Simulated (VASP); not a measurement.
Crystal: ZnSe.

```xyz
4
Lattice="3.7797 0.0000 0.0000 -1.8898 3.2733 0.0000 0.0000 0.0000 6.1319" Properties=species:S:1:pos:R:3 pbc="T T T"
Zn    0.0000    0.0000    0.0000
Zn    0.0000    0.0000    3.0659
Se    0.0000    2.1822    1.5330
Se    1.8898    1.0911    4.5989
```

Base run:

- Program: VASP 6.6.1
- Functional: r2SCAN
- Potentials or basis: VASP PAW PBE potentials, release 64 (Zn, Se)
- Cutoff: 520 eV
- k mesh: 6 × 6 × 4
- Occupations: fermi-dirac, width 0.02 eV
- Spin: no spin polarisation

Its results: band gap on the k mesh zero (band 18 reaches 3.04 eV, above the bottom of band 19 at 3.03 eV); pressure 0.2 GPa.

**Question.** The run is repeated on the same cell with these changes: functional from r2SCAN to HSE06; k mesh from 6 × 6 × 4 to 6 × 6 × 2. What comes out?

**Answer.** Band gap on the k mesh 0.46 eV, indirect (least direct gap 1.73 eV); pressure 0.6 GPa.

Several settings changed at once, so the effect can't be laid on one alone.

Caveats: some runs use coarse meshes; the PAW data sets were made with another functional, which shifts forces and pressure a little.

A k mesh can miss the band edges.
